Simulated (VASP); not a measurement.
# SiC (P6_3mc) in VASP: notebook, part 2 of 2

VASP 6.6.1. Earlier steps stand in the parts before.

## (4) Single point, PBE (volume scaled by 0.91, then relaxed in part)

INCAR

```
ALGO = Normal
EDIFF = 1E-7
ENCUT = 520
GGA = PE
ISIF = 2
ISMEAR = 0
LASPH = True
LCHARG = False
LREAL = False
LWAVE = False
NBANDS = 26
NELM = 80
PREC = Accurate
SIGMA = 0.02
```

KPOINTS

```
k-points
0
Gamma
  12 12 4
```

POSCAR

```
SiC
1.0
    2.9988918219      0.0000000000      0.0000000000
   -1.4994459110      2.5971165009      0.0000000000
    0.0000000000      0.0000000000      9.8124004566
Si C
4 4
Direct
    0.6666666667      0.3333333333      0.9378008792
    0.3333333333      0.6666666667      0.4378008792
    0.0000000000      0.0000000000      0.6879607131
    0.0000000000      0.0000000000      0.1879607131
    0.6666666667      0.3333333333      0.7498108959
    0.3333333333      0.6666666667      0.2498108959
    0.0000000000      0.0000000000      0.5004265119
    0.0000000000      0.0000000000      0.0004265119
```

Potentials or basis: VASP PAW PBE potentials, release 64 (Si, C).

On the command line:

```console
> cat potpaw_PBE.64/Si/POTCAR potpaw_PBE.64/C/POTCAR > POTCAR
> mpirun -np 1 vasp_std > vasp.out
```

OUTCAR:

```text
EDIFF = 1E-7
   ENCUT = 520
   GGA = PE
   ISIF = 2
   ISMEAR = 0
   LASPH = True
   LREAL = False
   NELM = 80
   PREC = Accurate

 ion  position               nearest neighbor table
   1  0.667  0.333  0.938-   8 1.84   8 1.84   8 1.84   5 1.84   3 3.00   3 3.00   3 3.00   4 3.00
                             4 3.00   4 3.00
   2  0.333  0.667  0.438-   7 1.84   7 1.84   7 1.84   6 1.84   4 3.00   4 3.00   4 3.00   3 3.00
                             3 3.00   3 3.00
   3  0.000  0.000  0.688-   5 1.83   5 1.83   5 1.83   7 1.84   1 3.00   1 3.00   1 3.00   2 3.00
                             2 3.00   2 3.00
   4  0.000  0.000  0.188-   6 1.83   6 1.83   6 1.83   8 1.84   2 3.00   2 3.00   2 3.00   1 3.00
                             1 3.00   1 3.00
   5  0.667  0.333  0.750-   3 1.83   3 1.83   3 1.83   1 1.84
   6  0.333  0.667  0.250-   4 1.83   4 1.83   4 1.83   2 1.84
   7  0.000  0.000  0.500-   2 1.84   2 1.84   2 1.84   3 1.84
   8  0.000  0.000  0.000-   1 1.84   1 1.84   1 1.84   4 1.84

  LATTYP: Found a hexagonal cell.
 ALAT       =     2.9988918219
 C/A-ratio  =     3.2720088084

[... 201 lines left out ...]

 k-point     1 :       0.0000    0.0000    0.0000
  band No.  band energies     occupation
      1      -7.0267      2.00000
      2      -5.7705      2.00000
      3      -5.7303      2.00000
      4      -3.1498      2.00000
      5       0.0308      2.00000
      6       4.5732      2.00000
[... 685 lines left out ...]
     25      18.2927      0.00000
     26      18.8714      0.00000

 [... further k-points ...]

------------------------ aborting loop because EDIFF is reached ----------------------------------------

  FORCE on cell =-STRESS in cart. coord.  units (eV):
  Direction    XX          YY          ZZ          XY          YZ          ZX
  --------------------------------------------------------------------------------------
  -------------------------------------------------------------------------------------
  Total       11.4706780     11.4706780     11.4581506     -0.0000000      0.0000000      0.0000000
  in kB      240.4762425    240.4762425    240.2136112     -0.0000000      0.0000000      0.0000000
  external PRESSURE =     240.3886987 kB  Pullay stress =       0.0000000 kB

 VOLUME and BASIS-vectors are now :
 -----------------------------------------------------------------------------
  energy-cutoff  :      520.00
  volume of cell :       76.42
      direct lattice vectors                 reciprocal lattice vectors
     2.998891822  0.000000000  0.000000000     0.333456510  0.192521206  0.000000000
    -1.499445911  2.597116501  0.000000000     0.000000000  0.385042411  0.000000000
     0.000000000  0.000000000  9.812400457     0.000000000  0.000000000  0.101911862

 POSITION                                       TOTAL-FORCE (eV/Angst)
 -----------------------------------------------------------------------------------
      1.49945      0.86571      9.20208         0.000000     -0.000000     -0.005712
     -0.00000      1.73141      4.29588        -0.000000      0.000000     -0.005712
      0.00000      0.00000      6.75055         0.000000     -0.000000     -0.002053
      0.00000      0.00000      1.84435        -0.000000      0.000000     -0.002053
      1.49945      0.86571      7.35744         0.000000     -0.000000      0.005171
     -0.00000      1.73141      2.45124        -0.000000      0.000000      0.005171
      0.00000      0.00000      4.91039        -0.000000      0.000000      0.002594
      0.00000      0.00000      0.00419         0.000000     -0.000000      0.002594
 -----------------------------------------------------------------------------------
    total drift:                               -0.000000     -0.000000     -0.000700

  FREE ENERGIE OF THE ION-ELECTRON SYSTEM (eV)
  ---------------------------------------------------
  free  energy   TOTEN  =       -59.7227129535 eV

  energy  without entropy=      -59.7227129535  energy(sigma->0) =      -59.72271295
```

OSZICAR:

```text
N       E                     dE             d eps       ncg     rms          rms(c)
DAV:   1     0.708311178287E+02    0.70831E+02   -0.14747E+04  2964   0.113E+03
DAV:   2    -0.615902239611E+02   -0.13242E+03   -0.12210E+03  3910   0.193E+02
DAV:   3    -0.680117880395E+02   -0.64216E+01   -0.63769E+01  4010   0.399E+01
DAV:   4    -0.680836123205E+02   -0.71824E-01   -0.71732E-01  3864   0.494E+00
DAV:   5    -0.680847262084E+02   -0.11139E-02   -0.11135E-02  3954   0.583E-01    0.194E+01
DAV:   6    -0.600317330311E+02    0.80530E+01   -0.20286E+01  3778   0.202E+01    0.893E+00
DAV:   7    -0.597589909838E+02    0.27274E+00   -0.26358E+00  3996   0.731E+00    0.364E+00
DAV:   8    -0.597256183083E+02    0.33373E-01   -0.14496E-01  3544   0.178E+00    0.106E+00
DAV:   9    -0.597222162579E+02    0.34021E-02   -0.18761E-02  3752   0.741E-01    0.158E-01
DAV:  10    -0.597226408587E+02   -0.42460E-03   -0.12996E-03  3762   0.183E-01    0.769E-02
DAV:  11    -0.597227111379E+02   -0.70279E-04   -0.13466E-04  3610   0.750E-02    0.156E-02
DAV:  12    -0.597227121970E+02   -0.10590E-05   -0.79877E-06  3816   0.136E-02    0.527E-03
DAV:  13    -0.597227128427E+02   -0.64572E-06   -0.48848E-07  3738   0.384E-03    0.285E-03
DAV:  14    -0.597227129756E+02   -0.13297E-06   -0.22437E-08  2194   0.914E-04    0.137E-03
DAV:  15    -0.597227129535E+02    0.22150E-07   -0.24792E-08  1920   0.813E-04
   1 F= -.59722713E+02 E0= -.59722713E+02  d E =-.237528E-21
```

stdout:

```text
POSCAR found type information on POSCAR SiC
 POSCAR found :  2 types and       8 ions
 scaLAPACK will be used
 LDA part: xc-table for (Slater+PW92), standard interpolation
 POSCAR, INCAR and KPOINTS ok, starting setup
 FFT: planning ... GRIDC
 FFT: planning ... GRID_SOFT
 FFT: planning ... GRID
 WAVECAR not read
 entering main loop
```

Wall time 2.3 min (1 thread of Intel Xeon 6975P-C, shared host); peak memory 0.24 GiB.

Results:

| Item | Value |
| --- | --- |
| Free energy | -59.7227 eV |
| Pressure | 24.0 GPa |
| Largest force | 0.006 eV/Å |
| Band gap on the k mesh | 2.24 eV, indirect (least direct gap 3.38 eV) |

Forces on the atoms (eV/Å):
```
Si   0.000  0.000 -0.006
Si   0.000  0.000 -0.006
Si   0.000  0.000 -0.002
Si   0.000  0.000 -0.002
C    0.000  0.000  0.005
C    0.000  0.000  0.005
C    0.000  0.000  0.003
C    0.000  0.000  0.003
```

Levels at points of the mesh, in eV from the valence-band top:
```csv
k point,band 13,band 14,band 15,band 16,band 17,band 18,band 19,band 20
"(0.00, 0.00, 0.00)",-0.59,-0.05,0.00,0.00,5.79,6.36,7.03,7.20
"(0.50, 0.00, 0.00)",-2.46,-2.29,-1.63,-1.14,2.24,2.42,4.46,5.22
"(0.00, 0.00, 0.50)",-0.21,-0.21,-0.21,-0.21,6.00,6.00,7.50,7.50
"(0.50, 0.00, 0.50)",-2.61,-2.61,-1.60,-1.60,2.69,2.69,4.41,4.41
```

 A k mesh can miss the band edges.

## (5) Single point, PBE (volume scaled by 0.94, then relaxed in part)

INCAR

```
SYSTEM = SiC
  PREC = Accurate
  ENCUT = 520
  EDIFF = 1E-6
  ISMEAR = 0
  SIGMA = 0.02
  LREAL = .FALSE.
  LASPH = .TRUE.
  NELM = 100
  ALGO = Normal
  ISIF = 2
  LWAVE = .FALSE.
  LCHARG = .FALSE.
  GGA = PE
  NBANDS = 26
```

KPOINTS

```
regular mesh
0
G
  12 12 4
  0 0 0
```

POSCAR

```
SiC
1.0
    3.0313002395      0.0000000000      0.0000000000
   -1.5156501198      2.6251830139      0.0000000000
    0.0000000000      0.0000000000      9.9203139685
Si C
4 4
Direct
    0.6666666667      0.3333333333      0.9378097501
    0.3333333333      0.6666666667      0.4378097501
    0.0000000000      0.0000000000      0.6879432117
    0.0000000000      0.0000000000      0.1879432117
    0.6666666667      0.3333333333      0.7498129291
    0.3333333333      0.6666666667      0.2498129291
    0.0000000000      0.0000000000      0.5004331092
    0.0000000000      0.0000000000      0.0004331092
```

Potentials or basis: VASP PAW PBE potentials, release 64 (Si, C).

On the command line:

```console
> cat potpaw_PBE.64/Si/POTCAR potpaw_PBE.64/C/POTCAR > POTCAR
> mpirun -np 1 vasp_std > vasp.out
```

OUTCAR:

```text
SYSTEM = SiC
   PREC = Accurate
   ENCUT = 520
   EDIFF = 1E-6
   ISMEAR = 0
   LREAL = .FALSE.
   LASPH = .TRUE.
   NELM = 100
   ISIF = 2
   GGA = PE

 ion  position               nearest neighbor table
   1  0.667  0.333  0.938-   8 1.86   8 1.86   8 1.86   5 1.86   3 3.03   3 3.03   3 3.03   4 3.04
                             4 3.04   4 3.04
   2  0.333  0.667  0.438-   7 1.86   7 1.86   7 1.86   6 1.86   4 3.03   4 3.03   4 3.03   3 3.04
                             3 3.04   3 3.04
   3  0.000  0.000  0.688-   5 1.85   5 1.85   5 1.85   7 1.86   1 3.03   1 3.03   1 3.03   2 3.04
                             2 3.04   2 3.04
[... 917 lines left out ...]
  Total        7.2927342      7.2927342      7.2877676     -0.0000000      0.0000000      0.0000000
  in kB      148.0086208    148.0086208    147.9078217     -0.0000000      0.0000000      0.0000000
  external PRESSURE =     147.9750211 kB  Pullay stress =       0.0000000 kB

 VOLUME and BASIS-vectors are now :
 -----------------------------------------------------------------------------
  energy-cutoff  :      520.00
  volume of cell :       78.94
      direct lattice vectors                 reciprocal lattice vectors
     3.031300240  0.000000000  0.000000000     0.329891440  0.190462911  0.000000000
    -1.515650120  2.625183014  0.000000000     0.000000000  0.380925823  0.000000000
     0.000000000  0.000000000  9.920313969     0.000000000  0.000000000  0.100803261

 POSITION                                       TOTAL-FORCE (eV/Angst)
 -----------------------------------------------------------------------------------
      1.51565      0.87506      9.30337        -0.000000     -0.000000     -0.001289
     -0.00000      1.75012      4.34321         0.000000      0.000000     -0.001289
      0.00000      0.00000      6.82461        -0.000000      0.000000     -0.004006
      0.00000      0.00000      1.86446         0.000000      0.000000     -0.004006
      1.51565      0.87506      7.43838        -0.000000      0.000000      0.003176
     -0.00000      1.75012      2.47822        -0.000000     -0.000000      0.003176
      0.00000      0.00000      4.96445        -0.000000      0.000000      0.002119
      0.00000      0.00000      0.00430         0.000000     -0.000000      0.002119
 -----------------------------------------------------------------------------------
    total drift:                               -0.000000     -0.000000      0.000300

  FREE ENERGIE OF THE ION-ELECTRON SYSTEM (eV)
  ---------------------------------------------------
  free  energy   TOTEN  =       -60.0270852400 eV

  energy  without entropy=      -60.0270852400  energy(sigma->0) =      -60.02708524
```

OSZICAR:

```text
N       E                     dE             d eps       ncg     rms          rms(c)
DAV:   1     0.685976963661E+02    0.68598E+02   -0.14570E+04  2964   0.112E+03
DAV:   2    -0.613013500919E+02   -0.12990E+03   -0.11989E+03  3942   0.191E+02
DAV:   3    -0.679142606022E+02   -0.66129E+01   -0.65660E+01  3992   0.401E+01
DAV:   4    -0.679918545518E+02   -0.77594E-01   -0.77495E-01  3864   0.510E+00
DAV:   5    -0.679931310356E+02   -0.12765E-02   -0.12759E-02  3970   0.614E-01    0.186E+01
DAV:   6    -0.602881525707E+02    0.77050E+01   -0.19931E+01  3824   0.198E+01    0.851E+00
DAV:   7    -0.600622075940E+02    0.22594E+00   -0.23849E+00  4046   0.694E+00    0.355E+00
DAV:   8    -0.600297500739E+02    0.32458E-01   -0.12954E-01  3610   0.170E+00    0.104E+00
DAV:   9    -0.600265495678E+02    0.32005E-02   -0.18123E-02  3702   0.726E-01    0.159E-01
DAV:  10    -0.600270062498E+02   -0.45668E-03   -0.13449E-03  3724   0.184E-01    0.769E-02
DAV:  11    -0.600270830778E+02   -0.76828E-04   -0.15595E-04  3596   0.794E-02    0.157E-02
DAV:  12    -0.600270844929E+02   -0.14151E-05   -0.78370E-06  3744   0.140E-02    0.564E-03
DAV:  13    -0.600270852400E+02   -0.74705E-06   -0.49269E-07  2454   0.397E-03
   1 F= -.60027085E+02 E0= -.60027085E+02  d E =-.197706E-21
```

It took 1.8 min on 1 thread of Intel Xeon 6975P-C, shared host; peak memory 0.24 GiB.

Results:

```yaml
Free_energy: -60.0271 eV
Pressure: 14.8 GPa
Largest_force: 0.004 eV/Å
Band_gap_on_the_k_mesh: 2.23 eV, indirect (least direct gap 3.37 eV)
```

Forces in eV/Å, atoms in the order of the input:
```
Si   0.000  0.000 -0.001
Si   0.000  0.000 -0.001
Si   0.000  0.000 -0.004
Si   0.000  0.000 -0.004
C    0.000  0.000  0.003
C    0.000  0.000  0.003
C    0.000  0.000  0.002
C    0.000  0.000  0.002
```

## (6) Overview

| cell | k mesh | smearing | gap on the mesh (eV) | pressure (GPa) | largest force (eV/Å) |
| --- | --- | --- | --- | --- | --- |
| a = 6.188, b = 6.188, c = 10.129 Å, angles 90.0, 90.0, 120.0°, 32 atoms | 2 × 2 × 2 | gaussian 0.01 eV | 2.20 | 0.1 | 0.04 |
| a = 2.966, b = 2.966, c = 9.702 Å, angles 90.0, 90.0, 120.0°, 8 atoms | 12 × 12 × 4 | gaussian 0.02 eV | 2.24 | 34.8 | 0.01 |
| a = 2.999, b = 2.999, c = 9.812 Å, angles 90.0, 90.0, 120.0°, 8 atoms | 12 × 12 × 4 | gaussian 0.02 eV | 2.24 | 24.0 | 0.01 |
| a = 3.031, b = 3.031, c = 9.920 Å, angles 90.0, 90.0, 120.0°, 8 atoms | 12 × 12 × 4 | gaussian 0.02 eV | 2.23 | 14.8 | - |

Alike in all rows: task single point; level PBE; potentials or basis VASP PAW PBE potentials, release 64 (Si, C); no spin polarisation; cutoff (eV) 520.

Caveats: some runs use coarse meshes.

Total energies depend on the potentials used, so only differences within one code and one set of settings carry meaning.
